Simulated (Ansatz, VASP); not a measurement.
# SrCl2: VASP beside Ansatz

```
CELL_PARAMETERS angstrom
0.00000 3.48550 3.48550
3.48550 0.00000 3.48550
3.48550 3.48550 0.00000
ATOMIC_POSITIONS crystal
Sr 0.00000 0.00000 0.00000
Cl 0.24493 0.25507 0.25000
Cl 0.74493 0.75507 0.75000
```

Change from the starting cell: all Cl atoms moved +0.025 Å, as atom 2 along Cartesian [1 -1 0].

Alike in both runs: task single point; functional PBE; k mesh 6 × 6 × 6; occupations gaussian, width 0.05 eV; no spin polarisation.

|  | VASP | Ansatz |
| --- | --- | --- |
| version | VASP 6.6.1 | Ansatz 0.2.0 |
| potentials or method | VASP PAW PBE potentials, release 64 (Sr_sv, Cl), cutoff 520 eV | scalar-relativistic, plane waves, PAW |
| valence electrons in the cell | 24 | 24 |

|  | VASP | Ansatz | Ansatz less VASP |
| --- | --- | --- | --- |
| gap on the k mesh at the Fermi level (eV) | 5.35 | 5.35 | +0.005 |
| least direct gap on the mesh (eV) | 5.50 | 5.51 | +0.003 |
| pressure (GPa) | 1.2 | 1.1 | -0.09 |
| rms of the force components (eV/Å) | 0.028 | 0.028 | -0.0007 |

Atom by atom the forces differ by 0.001 eV/Å (rms over components). The functional is the same, so the differences come from potentials, cutoffs and numerics.
